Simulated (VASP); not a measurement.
**HOs12 (a cell with a defect): single point with PBE**

HOs12 (a cell with a defect):

```
Os H
1.0
     5.48000    0.00000    0.00000
    -4.11000    7.11873    0.00000
     0.00000    0.00000    4.32646
Os H
12 1
Direct
  0.00881 0.00662 0.00936
  0.16600 0.21827 0.49421
  0.00609 0.33491 0.00148
  0.16775 0.56306 0.49200
  0.99379 0.67731 0.01643
  0.16836 0.89317 0.49415
  0.50791 0.99659 0.00892
  0.66687 0.20934 0.47852
  0.48992 0.32570 0.00735
  0.66114 0.55843 0.49498
  0.49842 0.66807 0.99859
  0.66624 0.88183 0.50267
  0.81688 0.42553 0.72824
```

| Item | Value |
| --- | --- |
| Program | VASP 6.6.1 |
| Task | single point |
| Functional | PBE |
| Potentials or basis | VASP PAW PBE potentials, release 64 (Os, H) |
| Cutoff | 520 eV |
| k mesh | 4 × 3 × 4 |
| Occupations | fermi-dirac, width 0.15 eV |
| Spin | no spin polarisation |
| Dipole correction | no |
| Further INCAR settings | ALGO = Normal; EDIFF = 1e-07; NBANDS = 60 |

```
Pressure               : 13.8 GPa
Largest force          : 1.967 eV/Å
Band gap on the k mesh : zero (an odd number of electrons rules out a gap without spin polarisation)
```

Forces in eV/Å, atoms in the order of the input:
```
Os  -0.379 -0.743 -1.297
Os  -0.251  0.790  0.943
Os   0.157 -0.141 -0.270
Os   0.427 -0.424  0.579
Os   0.995 -0.612 -1.427
Os   0.276 -0.294  1.110
Os  -0.690 -0.118 -1.424
Os  -0.496  0.778  1.737
Os   0.333  0.693 -0.758
Os  -0.150 -0.580  0.492
Os  -0.006 -0.402 -0.118
Os  -0.168  0.739  0.286
H   -0.047  0.315  0.144
```

Stress tensor (GPa, compression positive):
```
11.96 -0.54 -0.26
-0.54 14.27  0.71
-0.26  0.71 15.09
```

Levels at points of the mesh, in eV from the Fermi level:
```csv
k point,band 46,band 47,band 48,band 49,band 50,band 51
"(0.00, 0.00, 0.00)",0.00,0.12,0.44,0.46,0.59,0.64
"(0.50, 0.00, 0.00)",-0.86,-0.77,-0.60,-0.50,-0.39,-0.26
"(0.00, 0.00, 0.50)",-1.02,-0.67,-0.41,0.50,0.58,0.77
"(0.50, 0.00, 0.50)",-1.54,-1.34,-1.22,0.49,0.55,0.67
```

Wall time 6.6 min on 1 thread of Intel(R) Xeon(R) Platinum 8488C (Sapphire Rapids), with other jobs on the host, peak memory 0.38 GiB.

Caveat: the k points lie up to 0.36 Å⁻¹ apart, too coarse for converged energies and pressures of a metal; spin-orbit coupling is left out, which moves the levels of the heavy elements.
